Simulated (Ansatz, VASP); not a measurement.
**KTaO3: VASP beside Ansatz**

```
K Ta O
1.0
     3.78889    0.00000    0.00000
     0.00000    3.78889    0.00000
     0.00000    0.00000    3.78889
K Ta O
1 1 3
Direct
  0.50000 0.50000 0.50000
  0.00000 0.00000 0.00000
  0.50000 0.00000 0.00000
  0.00000 0.50000 0.00000
  0.00000 0.00000 0.50000
```

Change from the starting cell: strain -0.050 along x and y, -0.050 along z, atoms carried along.

Alike in both runs: task single point; functional r2SCAN; k mesh 6 × 6 × 6; occupations gaussian, width 0.05 eV; no spin polarisation.

```csv
,VASP,Ansatz
version,VASP 6.6.1,Ansatz 0.2.0
potentials or method,"VASP PAW PBE potentials, release 64 (K_sv, Ta_pv, O), cutoff 520 eV","scalar-relativistic, plane waves, PAW"
valence electrons in the cell,38,40
```

Ansatz gave:

* gap on the k mesh at the Fermi level (eV): 3.00
* least direct gap on the mesh (eV): 3.48
* pressure (GPa): 45.6

Question: Which values does VASP return?

Answer: gap on the k mesh at the Fermi level (eV): 2.95; least direct gap on the mesh (eV): 3.47; pressure (GPa): 47.7.

VASP's potentials were made for PBE, not for r2SCAN. Both programs put the cell under a high pressure, so it lies far from rest at this level. VASP's potentials hold 38 valence electrons a cell and Ansatz's 40, so a difference there can come from the potentials and not from the codes.

Spin-orbit coupling is off throughout.
